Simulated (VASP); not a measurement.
# Mo12S in VASP: single point with PBE

Aim: the single point of Mo12S with PBE.

Everything below comes from runs of VASP 6.6.1. Logs are shortened: lines on timing, memory, paths and dates and some standing lists are left out, and cuts for length are marked.

### 1 The cell of the first run

The cell holds a slab with vacuum, 13 atoms: a = 5.474 Å, b = 5.474 Å, c = 19.808 Å, α = 90.00°, β = 90.00°, γ = 109.47°.

### 2 Single point, PBE

The input, INCAR:

```
SYSTEM = Mo12S
PREC = Accurate
ENCUT = 520
EDIFF = 1E-6
ISMEAR = 0
SIGMA = 0.1
LREAL = .FALSE.
LASPH = .TRUE.
NELM = 80
ALGO = Normal
ISIF = 2
LWAVE = .FALSE.
LCHARG = .TRUE.
LDIPOL = .TRUE.
IDIPOL = 3
DIPOL = 0.5 0.5 0.327
GGA = PE
LELF = .TRUE.
LVHAR = .TRUE.
LVACPOTAV = .TRUE.
NBANDS = 99
```

The input, KPOINTS:

```
regular mesh
0
G
  5 5 1
  0 0 0
```

The input, POSCAR:

```
Mo12S
1.0
    5.4740909335      0.0000000000      0.0000000000
   -1.8246969778      5.1610224265      0.0000000000
    0.0000000000      0.0000000000     19.8082441086
Mo S
12 1
Direct
    0.2500000000      0.2500000000      0.2019361221
    0.2500000000      0.7500000000      0.2019361221
    0.7500000000      0.2500000000      0.2019361221
    0.7500000000      0.7500000000      0.2019361221
    0.0000000000      0.0000000000      0.3106875862
    0.0000000000      0.5000000000      0.3106875862
    0.5000000000      0.0000000000      0.3106875862
    0.5000000000      0.5000000000      0.3106875862
    0.2500000000      0.2500000000      0.4194336491
    0.2500000000      0.7500000000      0.4194336491
    0.7500000000      0.2500000000      0.4194336491
    0.7500000000      0.7500000000      0.4194336491
    0.3333333333      0.3333333333      0.5266307863
```

Potentials or basis: VASP PAW PBE potentials, release 64 (Mo_sv, S).

Command:

```
$ cat potpaw_PBE.64/Mo_sv/POTCAR potpaw_PBE.64/S/POTCAR > POTCAR
$ mpirun -np 1 vasp_std > vasp.out
```

OUTCAR:

```text
SYSTEM = Mo12S
   PREC = Accurate
   ENCUT = 520
   EDIFF = 1E-6
   ISMEAR = 0
   LREAL = .FALSE.
   LASPH = .TRUE.
   NELM = 80
   ISIF = 2
   GGA = PE

 ion  position               nearest neighbor table
   1  0.250  0.250  0.202-   5 2.67   8 2.67   2 2.74   2 2.74   3 2.74   3 2.74   7 3.10   6 3.10
                             4 3.16   4 3.16
   2  0.250  0.750  0.202-   6 2.67   7 2.67   1 2.74   1 2.74   4 2.74   4 2.74   5 3.10   8 3.10
                             3 3.16   3 3.16
   3  0.750  0.250  0.202-   6 2.67   7 2.67   4 2.74   4 2.74   1 2.74   1 2.74   5 3.10   8 3.10
                             2 3.16   2 3.16
   4  0.750  0.750  0.202-   5 2.67   8 2.67   3 2.74   3 2.74   2 2.74   2 2.74   7 3.10   6 3.10
                             1 3.16   1 3.16
   5  0.000  0.000  0.311-   9 2.67  12 2.67   1 2.67   4 2.67   6 2.74   6 2.74   7 2.74   7 2.74
                            11 3.10  10 3.10   3 3.10   2 3.10   8 3.16   8 3.16
   6  0.000  0.500  0.311-  10 2.67  11 2.67   2 2.67   3 2.67   5 2.74   5 2.74   8 2.74   8 2.74
                             9 3.10  12 3.10   1 3.10   4 3.10   7 3.16   7 3.16
   7  0.500  0.000  0.311-  10 2.67  11 2.67   2 2.67   3 2.67   8 2.74   8 2.74   5 2.74   5 2.74
                             9 3.10  12 3.10   1 3.10   4 3.10   6 3.16   6 3.16
   8  0.500  0.500  0.311-   9 2.67  12 2.67   1 2.67   4 2.67   7 2.74   7 2.74   6 2.74   6 2.74
                            11 3.10  10 3.10   3 3.10   2 3.10   5 3.16   5 3.16
   9  0.250  0.250  0.419-  13 2.19   8 2.67   5 2.67  10 2.74  10 2.74  11 2.74  11 2.74   6 3.10
                             7 3.10  12 3.16  12 3.16
  10  0.250  0.750  0.419-   6 2.67   7 2.67   9 2.74   9 2.74  12 2.74  12 2.74   5 3.10   8 3.10
                            11 3.16  11 3.16
  11  0.750  0.250  0.419-   6 2.67   7 2.67  12 2.74  12 2.74   9 2.74   9 2.74   5 3.10   8 3.10
                            10 3.16  10 3.16
  12  0.750  0.750  0.419-   5 2.67   8 2.67  11 2.74  11 2.74  10 2.74  10 2.74   7 3.10   6 3.10
                             9 3.16   9 3.16
  13  0.333  0.333  0.527-   9 2.19

  LATTYP: Found a base centered orthorhombic cell.
 ALAT       =     6.3209357480
 B/A-ratio  =     1.4142135624
 C/A-ratio  =     3.1337518523

  Lattice vectors:

 A1 = (   5.4740909335,   0.0000000000,   0.0000000000)
 A2 = (  -1.8246969778,   5.1610224265,   0.0000000000)
 A3 = (   0.0000000000,   0.0000000000,  19.8082441086)

Analysis of symmetry for initial positions (statically):
=====================================================================
 Subroutine PRICEL returns:
 Original cell was already a primitive cell.

 Routine SETGRP: Setting up the symmetry group for a
 base centered orthorhombic supercell.

 Subroutine GETGRP returns: Found  2 space group operations
 (whereof  2 operations were pure point group operations)
 out of a pool of  8 trial point group operations.

The static configuration has the point symmetry C_1h.

Analysis of symmetry for dynamics (positions and initial velocities):
[... 145 lines left out ...]
   IVDW    =     0    specifies the selected vdW correction
   LEPSILON=     F    determine dielectric tensor
   LRPA    =     F    only Hartree local field effects (RPA)
 non-spin polarized calculation
 Gauss-broadening in eV      SIGMA  =   0.10
  energy-cutoff  :      520.00
  volume of cell :      559.62
 maximum number of plane-waves:     15102
 NGX is ok and might be reduce to    42
   NGX = 21   NGY = 21   NGZ = 73

 dipolmoment           0.000000      0.000000     -0.013639 electrons x Angstroem

 number of electron     173.9999988 magnetization

 dipolmoment           0.000000      0.000000      0.076383 electrons x Angstroem

 Free energy of the ion-electron system (eV)
  ---------------------------------------------------
  ext. energy  EPLUGINS =         0.00000000
  ---------------------------------------------------
  free energy    TOTEN  =      -126.77591901 eV

  energy without entropy =     -126.71420793  energy(sigma->0) =     -126.74506347

 E-fermi :   1.4262     XC(G=0):  -5.8476

 val. band max:        1.3967294930   @ k =   0.4000   0.2000   0.0000
 cond. band min:       1.4505494302   @ k =  -0.4000   0.4000   0.0000
 fundamental gap:      0.0538199373
 Fermi energy:         1.4261906307

 k-point     1 :       0.0000    0.0000    0.0000
  band No.  band energies     occupation
      1     -59.8274      2.00000
      2     -59.6465      2.00000
      3     -59.6294      2.00000
      4     -59.6175      2.00000
      5     -59.5795      2.00000
      6     -59.5257      2.00000
[... 907 lines left out ...]
     98       2.2736      0.00000
     99       2.3792      0.00000

------------------------ aborting loop because EDIFF is reached ----------------------------------------

  FORCE on cell =-STRESS in cart. coord.  units (eV):
  Direction    XX          YY          ZZ          XY          YZ          ZX
  --------------------------------------------------------------------------------------
  -------------------------------------------------------------------------------------
  Total       -9.3502665     -8.8946057      2.0380812      0.6444016      1.7447055      1.2336924
  in kB      -26.7695356    -25.4649923      5.8349660      1.8449027      4.9950402      3.5320248
  external PRESSURE =     -15.4665206 kB  Pullay stress =       0.0000000 kB

 VOLUME and BASIS-vectors are now :
 -----------------------------------------------------------------------------
  energy-cutoff  :      520.00
  volume of cell :      559.62
      direct lattice vectors                 reciprocal lattice vectors
     5.474090934  0.000000000  0.000000000     0.182678734  0.064586686  0.000000000
    -1.824696978  5.161022426  0.000000000     0.000000000  0.193760057  0.000000000
     0.000000000  0.000000000 19.808244109     0.000000000  0.000000000  0.050484031

 POSITION                                       TOTAL-FORCE (eV/Angst)
 -----------------------------------------------------------------------------------
      0.91235      1.29026      4.00000        -0.045327     -0.064102      0.088916
      0.00000      3.87077      4.00000        -0.130252      0.074234     -0.153485
      3.64939      1.29026      4.00000         0.113406     -0.098058     -0.153485
      2.73705      3.87077      4.00000         0.112789      0.159507      0.342431
      0.00000      0.00000      6.15418        -0.210802     -0.298119     -0.795734
     -0.91235      2.58051      6.15418         0.039502     -0.065950      0.023119
      2.73705      0.00000      6.15418        -0.075346      0.015259      0.023119
      1.82470      2.58051      6.15418         0.179697      0.254129     -0.508564
      0.91235      1.29026      8.30824        -0.525009     -0.742475      0.628740
      0.00000      3.87077      8.30824        -0.051858     -0.108108      0.334072
      3.64939      1.29026      8.30824        -0.084639     -0.084928      0.334072
      2.73705      3.87077      8.30824         0.062034      0.087730     -0.137402
      1.21646      1.72034     10.43163         0.615805      0.870880     -0.025800
 -----------------------------------------------------------------------------------
    total drift:                                0.000002      0.000003      0.001334

  FREE ENERGIE OF THE ION-ELECTRON SYSTEM (eV)
  ---------------------------------------------------
  free  energy   TOTEN  =      -126.7759190059 eV

  energy  without entropy=     -126.7142079266  energy(sigma->0) =     -126.74506347

 vacuum level on the upper side and lower side of the slab         6.547         6.058
```

OSZICAR:

```text
N       E                     dE             d eps       ncg     rms          rms(c)
DAV:   1     0.190998576519E+04    0.19100E+04   -0.11006E+05  2286   0.160E+03
DAV:   2    -0.460966464925E+02   -0.19561E+04   -0.19222E+04  2071   0.472E+02
DAV:   3    -0.131808558270E+03   -0.85712E+02   -0.82601E+02  2404   0.792E+01
[... 24 lines left out ...]
DAV:  28    -0.126775885290E+03   -0.32250E-04   -0.99963E-07  1332   0.231E-03    0.241E-03
DAV:  29    -0.126775904350E+03   -0.19060E-04   -0.51770E-07  1196   0.166E-03    0.178E-03
DAV:  30    -0.126775913895E+03   -0.95444E-05   -0.53228E-07  1244   0.168E-03    0.118E-03
DAV:  31    -0.126775918187E+03   -0.42925E-05   -0.39622E-07  1180   0.108E-03    0.546E-04
DAV:  32    -0.126775919006E+03   -0.81875E-06   -0.93098E-08  1028   0.692E-04
   1 F= -.12677592E+03 E0= -.12674506E+03  d E =-.617111E-01
```

It took 19 min on 1 thread of AMD EPYC 7R13 (Zen 3), shared host; peak memory 0.72 GiB.

Results:

| Item | Value |
| --- | --- |
| Free energy | -126.7759 eV |
| Largest force | 1.106 eV/Å |
| Band gap on the k mesh | zero (bands 87 and 88 overlap by 1.47 eV) |

Forces on the atoms (eV/Å):
```
Mo  -0.045 -0.064  0.089
Mo  -0.130  0.074 -0.153
Mo   0.113 -0.098 -0.153
Mo   0.113  0.160  0.342
Mo  -0.211 -0.298 -0.796
Mo   0.040 -0.066  0.023
Mo  -0.075  0.015  0.023
Mo   0.180  0.254 -0.509
Mo  -0.525 -0.742  0.629
Mo  -0.052 -0.108  0.334
Mo  -0.085 -0.085  0.334
Mo   0.062  0.088 -0.137
S    0.616  0.871 -0.026
```

The gap in the log of VASP goes by the Fermi energy; the results here count the filled bands.